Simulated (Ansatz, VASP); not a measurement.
MgS in VASP and in Ansatz

Contents of POSCAR:

```
MgS
1.0
    0.0000000000      2.8308768404      2.7742593036
    2.8308768404      0.0000000000      2.7742593036
    2.8308768404      2.8308768404      0.0000000000
Mg S
1 1
Direct
    0.0000000000      0.0000000000      0.0000000000
    0.2500000000      0.2500000000      0.2500000000
```

File INCAR.step1:

```
PREC = Accurate
ENCUT = 520
ISMEAR = 0
SIGMA = 0.01
LREAL = False
LASPH = True
NELM = 80
NBANDS = 11
GGA = PE
ALGO = Normal
EDIFF = 1E-4
LWAVE = True
LCHARG = False
```

The input INCAR.step2:

```
PREC = Accurate
ENCUT = 520
EDIFF = 1E-6
ISMEAR = 0
SIGMA = 0.01
LREAL = False
LASPH = True
NELM = 80
ALGO = Normal
ISIF = 2
LWAVE = False
LCHARG = True
METAGGA = R2SCAN
LMIXTAU = True
LELF = True
LVHAR = True
NBANDS = 11
ISTART = 1
```

The input KPOINTS:

```
regular mesh
0
Gamma
  8 8 8
```

Input for Ansatz:

```yaml
crystal:
  lattice:
    - [0.0, 2.8308768404, 2.7742593036]
    - [2.8308768404, 0.0, 2.7742593036]
    - [2.8308768404, 2.8308768404, 0.0]
  atoms:
    - { symbol: Mg, position: [0.0, 0.0, 0.0] }
    - { symbol: S, position: [0.25, 0.25, 0.25] }
kpoints:
  mp_grid: { grid: [8, 8, 8] }
  band_path:
    path:
      - [0.0, 0.0, 0.0]
      - [-0.5, -0.5, 0.0]
      - [-0.375, -0.375, 0.25]
      - [-0.375, 0.0, 0.375]
      - [0.0, 0.0, 0.5]
      - [-0.5, -0.25, 0.25]
    npoints: 1
hamiltonian:
  xc: r2scan
scf:
  occupations: { method: fixed }
  n_extra_bands: 4
output:
  forces: true
  stress: true
  eigenvalues: true
  write_density: true
  write_potential: true
  elf: true
  volumetric_format: npy
```

Change from the starting cell: uniaxial_z strain -2.0%.

Alike in both runs: task single point; functional r2SCAN; k mesh 8 × 8 × 8; no spin polarisation.

```csv
,VASP,Ansatz
version,VASP 6.6.1,Ansatz 0.2.0
potentials or method,"VASP PAW PBE potentials, release 64 (Mg, S)","plane waves, PAW"
plane-wave cutoff (eV),520,500
occupations,"gaussian, width 0.01 eV",fixed
valence electrons in the cell,8,16
```

Ansatz gave:

| Item | Value |
| --- | --- |
| gap on the k mesh at the Fermi level (eV) | 4.21 |
| pressure (GPa) | 1.3 |
| traceless stress, the component that is largest in VASP (GPa) | 0.27 |

**Question.** Which values does VASP return?

**Answer.** gap on the k mesh at the Fermi level (eV): 4.20; pressure (GPa): 1.0; traceless stress, the component that is largest in VASP (GPa): 0.28.

VASP's potentials were made for PBE, not for r2SCAN. VASP's potentials hold 8 valence electrons a cell and Ansatz's 16, so a difference there can come from the potentials and not from the codes.
